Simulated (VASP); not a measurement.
Si3Br2:

```xyz
10
Lattice="7.8733 0.0000 0.0000 0.0000 7.8733 0.0000 0.0000 0.0000 3.9554" Properties=species:S:1:pos:R:3 pbc="T T T"
Si    0.0000    0.0000    0.0000
Si    3.9366    3.9366    0.0000
Si    1.4172    5.3538    1.9777
Si    2.5195    1.4172    1.9777
Si    6.4561    2.5195    1.9777
Si    5.3538    6.4561    1.9777
Br    2.9919    6.9285    0.0000
Br    0.9448    2.9919    0.0000
Br    4.8814    0.9448    0.0000
Br    6.9285    4.8814    0.0000
```

* Program: VASP 6.6.1
* Task: relaxation of cell and atoms
* Functional: PBE
* Potentials or basis: VASP PAW PBE potentials, release 64 (Si, Br)
* Cutoff: 600 eV
* k mesh: 2 × 2 × 4
* Occupations: gaussian, width 0.1 eV
* Spin: no spin polarisation

At the start: pressure -1.9 GPa; volume 24.52 Å³/atom.

Task: Where does the relaxation end?

Result: Over 14 steps the energy falls by 235.3 meV/atom and the volume is 24.36 Å³/atom (-0.6 %); space group P4/mbm (No. 127, to 0.1 Å) before and after.

Step by step:
| step | energy change (eV) | largest force (eV/Å) | pressure (GPa) | volume (Å³) |
| --- | --- | --- | --- | --- |
| 1 | 0.0000 | 2.7559 | -1.88 | 245.19 |
| 2 | -1.6388 | 0.9656 | -1.52 | 234.74 |
| 3 | -2.0519 | 0.2134 | 0.24 | 227.04 |
| 4 | -2.0721 | 0.1426 | 0.91 | 224.91 |
| 5 | -2.1016 | 0.2180 | 0.14 | 229.68 |
| 6 | -2.1103 | 0.2776 | -0.53 | 234.21 |
| 7 | -2.1344 | 0.2680 | -0.53 | 235.11 |
| 8 | -2.1801 | 0.2403 | -0.32 | 237.69 |
| 9 | -2.1837 | 0.3012 | -0.18 | 238.64 |
| 10 | -2.2181 | 0.3068 | -0.04 | 238.61 |
| 11 | -2.2960 | 0.3144 | 0.47 | 238.54 |
| 12 | -2.2721 | 0.4043 | 1.66 | 238.34 |
| 13 | -2.3214 | 0.3122 | 0.88 | 238.47 |
| 14 | -2.3533 | 0.0232 | -0.10 | 243.62 |

Final structure:
```
Si Br
1.0
     8.46180    0.00000    0.00000
     0.00000    8.46180    0.00000
     0.00000    0.00000    3.40238
Si Br
6 4
Direct
  0.00000 0.00000 0.00000
  0.50000 0.50000 0.00000
  0.21326 0.71326 0.50000
  0.28674 0.21326 0.50000
  0.78674 0.28674 0.50000
  0.71326 0.78674 0.50000
  0.37046 0.87046 0.00000
  0.12954 0.37046 0.00000
  0.62954 0.12954 0.00000
  0.87046 0.62954 0.00000
```

Caveat: the k points lie up to 0.46 Å⁻¹ apart in the final cell, too coarse for converged energies and pressures of a metal.
